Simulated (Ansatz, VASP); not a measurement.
## MgI2 in VASP and in Ansatz

```
Mg I
1.0
     5.62364    0.00000    0.00000
     0.00000    5.62364    0.00000
     0.00000    0.00000   23.80000
Mg I
1 2
Direct
  0.00000 0.00000 0.29412
  0.00000 0.50000 0.29412
  0.50000 0.00000 0.29412
```

Change from the starting cell: species swapped into a sheet of the ZnO2 type.

Alike in both runs: functional PBE; k mesh 6 × 6 × 1; occupations gaussian, width 0.02 eV; no spin polarisation.

Ansatz relaxed the structure, and its values are those at the end. VASP's run is a single point on that final structure, the one shown.

|  | VASP | Ansatz |
| --- | --- | --- |
| version | VASP 6.6.1 | Ansatz 0.2.0 |
| potentials or method | VASP PAW PBE potentials, release 64 (Mg, I), cutoff 520 eV | scalar-relativistic, plane waves, PAW |
| valence electrons in the cell | 16 | 44 |

VASP gave:

```
gap on the k mesh at the Fermi level (eV) : 0.52
least direct gap on the mesh (eV)         : 1.29
```

Task: Which values does Ansatz return?

Result: gap on the k mesh at the Fermi level (eV): 0.53; least direct gap on the mesh (eV): 1.31.

With one functional, cell and mesh, what is left measures potentials, basis and numerics. VASP's potentials hold 16 valence electrons a cell and Ansatz's 44, so a difference there can come from the potentials and not from the codes. Ansatz's warnings: xc potential rough in thin density.

Spin-orbit coupling is off throughout.
